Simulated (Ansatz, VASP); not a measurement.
# One calculation of Pt3PbC, two programs

File INCAR:

```
SYSTEM = Pt3PbC
PREC     = Accurate       ! precision mode
ENCUT    = 600            ! plane-wave cutoff, eV
EDIFF    = 1E-6           ! SCF threshold, eV
ISMEAR   = 1              ! smearing method
SIGMA    = 0.3            ! smearing width, eV
LREAL    = .FALSE.        ! projectors in reciprocal space
LASPH    = .TRUE.         ! aspherical terms in the spheres
NELM     = 120            ! most SCF steps
ALGO     = Normal         ! electronic algorithm
ISIF     = 2              ! what is computed and relaxed
LWAVE    = .FALSE.        ! write WAVECAR
LCHARG   = .TRUE.         ! write CHGCAR
GGA      = PE             ! functional
LELF     = .TRUE.         ! ELF
LVHAR    = .TRUE.       
NBANDS   = 32             ! bands
GGA_COMPAT= .FALSE.
```

The input KPOINTS:

```
Automatic mesh
0
G
  6 6 6
  0 0 0
```

The input POSCAR:

```
Pt3PbC
1.0
    4.3480430000      0.0000000000      0.0000000000
    0.0000000000      4.3480430000      0.0000000000
    0.0000000000      0.0000000000      4.3480430000
Pt Pb C
3 1 1
Direct
    0.0000000000      0.5000000000      0.5000000000
    0.5000000000      0.0000000000      0.5000000000
    0.5000000000      0.5000000000      0.0000000000
    0.0000000000      0.0000000000      0.0000000000
    0.5000000000      0.5000000000      0.5000000000
```

Input for Ansatz:

```yaml
crystal:
  lattice:
    bravais: cubic
    a: 4.348043
  space_group: 221
  atoms:
    - { symbol: Pt, position: [0.0, 0.5, 0.5] }
    - { symbol: Pb, position: [0.0, 0.0, 0.0] }
    - { symbol: C, position: [0.5, 0.5, 0.5] }
basis:
  ecutwfc: 420.0
kpoints:
  mp_grid:
    grid: [6, 6, 6]
hamiltonian:
  xc: pbe
scf:
  occupations:
    method: cold
    width: 0.3
output:
  stress: true
```

Alike in both runs: task single point; functional PBE; k mesh 6 × 6 × 6; no spin polarisation.

|  | VASP | Ansatz |
| --- | --- | --- |
| version | VASP 6.6.1 | Ansatz 0.2.0 |
| potentials or method | VASP PAW PBE potentials, release 64 (Pt, Pb_d, C), cutoff 600 eV | plane waves, PAW |
| occupations | methfessel-paxton of order 1, width 0.3 eV | cold, width 0.3 eV |
| valence electrons in the cell | 48 | 72 |

```csv
,VASP,Ansatz,Ansatz less VASP
pressure (GPa),-0.7,-0.6,+0.08
```

VASP's potentials hold 48 valence electrons a cell and Ansatz's 72, so a difference there can come from the potentials and not from the codes.

Neither program's run includes spin-orbit coupling.
